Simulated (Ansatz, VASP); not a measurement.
# One calculation of Mg7MnS8, two programs

File INCAR:

```
SYSTEM = Mg7MnS8
PREC = Accurate ; ENCUT = 520
EDIFF = 1E-6 ; ISMEAR = 0
SIGMA = 0.05 ; LREAL = Auto
LASPH = .True. ; NELM = 150
ALGO = Normal ; ISIF = 2
LWAVE = .False. ; LCHARG = .False.
ISPIN = 2 ; MAGMOM = 3.19 0 0 0 0 0 0 0.01 0 0.01 -0.04 -0.04 -0.04 -0.04 0.01 0
LORBIT = 11 ; LMAXMIX = 4
LDAU = .True. ; LDAUTYPE = 2
LDAUL = 2 -1 -1 ; LDAUU = 3.5 0 0
LDAUJ = 0 0 0 ; LDAUPRINT = 1
GGA = PS ; NBANDS = 56
```

File KPOINTS:

```
regular mesh
0
Gamma
  3 3 3
  0 0 0
```

The input POSCAR:

```
Mg7MnS8
1.0
    0.0000000000      5.2033000000      5.2033000000
    5.2033000000      0.0000000000      5.2033000000
    5.2033000000      5.2033000000      0.0000000000
Mn Mg S
1 7 8
Direct
    0.0000000000      0.0000000000      0.0000000000
    0.0000000000      0.0000000000      0.5000000000
    0.0000000000      0.5000000000      0.0000000000
    0.0000000000      0.5000000000      0.5000000000
    0.5000000000      0.0000000000      0.0000000000
    0.5000000000      0.0000000000      0.5000000000
    0.5000000000      0.5000000000      0.0000000000
    0.5000000000      0.5000000000      0.5000000000
    0.2500000000      0.2500000000      0.2500000000
    0.2500000000      0.2500000000      0.7500000000
    0.2500000000      0.7500000000      0.2500000000
    0.2500000000      0.7500000000      0.7500000000
    0.7500000000      0.2500000000      0.2500000000
    0.7500000000      0.2500000000      0.7500000000
    0.7500000000      0.7500000000      0.2500000000
    0.7500000000      0.7500000000      0.7500000000
```

Input for Ansatz:

```yaml
crystal:
  lattice:
    - [0.0, 5.2033, 5.2033]
    - [5.2033, 0.0, 5.2033]
    - [5.2033, 5.2033, 0.0]
  atoms:
    - { symbol: Mn, position: [0.0, 0.0, 0.0], spin: 3.0 }
    - { symbol: Mg, position: [0.0, 0.0, 0.5] }
    - { symbol: Mg, position: [0.0, 0.5, 0.0] }
    - { symbol: Mg, position: [0.0, 0.5, 0.5] }
    - { symbol: Mg, position: [0.5, 0.0, 0.0] }
    - { symbol: Mg, position: [0.5, 0.0, 0.5] }
    - { symbol: Mg, position: [0.5, 0.5, 0.0] }
    - { symbol: Mg, position: [0.5, 0.5, 0.5] }
    - { symbol: S, position: [0.25, 0.25, 0.25] }
    - { symbol: S, position: [0.25, 0.25, 0.75] }
    - { symbol: S, position: [0.25, 0.75, 0.25] }
    - { symbol: S, position: [0.25, 0.75, 0.75] }
    - { symbol: S, position: [0.75, 0.25, 0.25] }
    - { symbol: S, position: [0.75, 0.25, 0.75] }
    - { symbol: S, position: [0.75, 0.75, 0.25] }
    - { symbol: S, position: [0.75, 0.75, 0.75] }
basis:
  ecutwfc: 420
  ecutrho_ratio: 4
kpoints:
  mp_grid: { grid: [3, 3, 3] }
hamiltonian:
  xc: pbesol
  hubbard:
    sites:
      - { site: 0, l: d, u_eff: 3.5, starting_ns: [{ spin: up, occupation_matrix: s0up }, { spin: down, occupation_matrix: s0down }] }
    occupation_matrices:
      s0up:
        matrix:
          - [0.97, 0.0, 0.0, 0.0, 0.0]
          - [0.0, 0.97, 0.0, 0.0, 0.0]
          - [0.0, 0.0, 0.97, 0.0, 0.0]
          - [0.0, 0.0, 0.0, 0.02, 0.0]
          - [0.0, 0.0, 0.0, 0.0, 0.97]
      s0down:
        matrix:
          - [0.02, 0.0, 0.0, 0.0, 0.0]
          - [0.0, 0.02, 0.0, 0.0, 0.0]
          - [0.0, 0.0, 0.02, 0.0, 0.0]
          - [0.0, 0.0, 0.0, 0.02, 0.0]
          - [0.0, 0.0, 0.0, 0.0, 0.97]
    ns_hold: { iters: 5 }
scf:
  occupations: { method: gaussian, width: 0.05 }
  lower_state_search: "off"
  max_iter: 150
output:
  forces: true
  stress: true
  eigenvalues: true
  populations: true
  hubbard: { sites: [{ site: 0, l: d }] }
magnetization:
  spin_polarized: true
```

Alike in both runs: task single point; functional PBEsol; k mesh 3 × 3 × 3; occupations gaussian, width 0.05 eV; collinear spin; Hubbard terms Mn d U = 3.5 eV.

|  | VASP | Ansatz |
| --- | --- | --- |
| version | VASP 6.6.1 | Ansatz 0.2.0 |
| potentials or method | VASP PAW PBE potentials, release 64 (Mn_pv, Mg, S), cutoff 520 eV | scalar-relativistic, plane waves, PAW |
| valence electrons in the cell | 75 | 133 |

```tsv
	VASP	Ansatz	Ansatz less VASP
gap on the k mesh at the Fermi level (eV)	2.06	0.47	-1.595
least direct gap on the mesh (eV)	2.06	0.63	-1.440
pressure (GPa)	-1.1	-2.1	-1.04
traceless stress, the component that is largest in VASP (GPa)	0.00	1.09	+1.092
net moment per atom (μB)	0.31	0.19	-0.125
size of the moment on the site where the two differ most (μB)	4.51	2.90	-1.609
```

The net moments are unlike, so the other rows may belong to different states. VASP's potentials were made for PBE, not for PBEsol. Site moments also hang on the region over which each program counts them. The programs project onto different local orbitals, so the same U acts differently, and such runs can settle in different states. VASP's potentials hold 75 valence electrons a cell and Ansatz's 133, so a difference there can come from the potentials and not from the codes. Ansatz's warnings: symmetry narrowed by occupation matrices.
